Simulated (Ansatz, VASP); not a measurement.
## Two plane-wave programs on GaB5

```xyz
6
Lattice="3.5761 0.0000 0.0000 -1.7881 3.0970 0.0000 0.0000 0.0000 4.5264" Properties=species:S:1:pos:R:3 pbc="T T T"
Ga    0.0000    0.0000    0.0000
B     0.0000    2.0647    2.2632
B     1.7881    1.0323    2.2632
B     0.0000    2.0647    0.0000
B     1.7881    1.0323    0.0000
B     0.0000    0.0000    2.2632
```

Alike in both runs: functional PBE; k mesh 12 × 12 × 10; occupations gaussian, width 0.1 eV; no spin polarisation.

Ansatz relaxed the structure, and its values are those at the end. VASP's run is a single point on that final structure, the one shown.

|  | VASP | Ansatz |
| --- | --- | --- |
| version | VASP 6.6.1 | Ansatz 0.2.0 |
| potentials or method | VASP PAW PBE potentials, release 64 (Ga_d, B), cutoff 500 eV | scalar-relativistic, plane waves, PAW |
| valence electrons in the cell | 28 | 28 |

Ansatz gave:

```
gap on the k mesh at the Fermi level (eV) : none
pressure (GPa)                            : 0.0
```

Question: Estimate VASP's values.

Answer: gap on the k mesh at the Fermi level (eV): none; pressure (GPa): 0.1.

A gap of «none» marks a metal or a gap that the smearing closes.
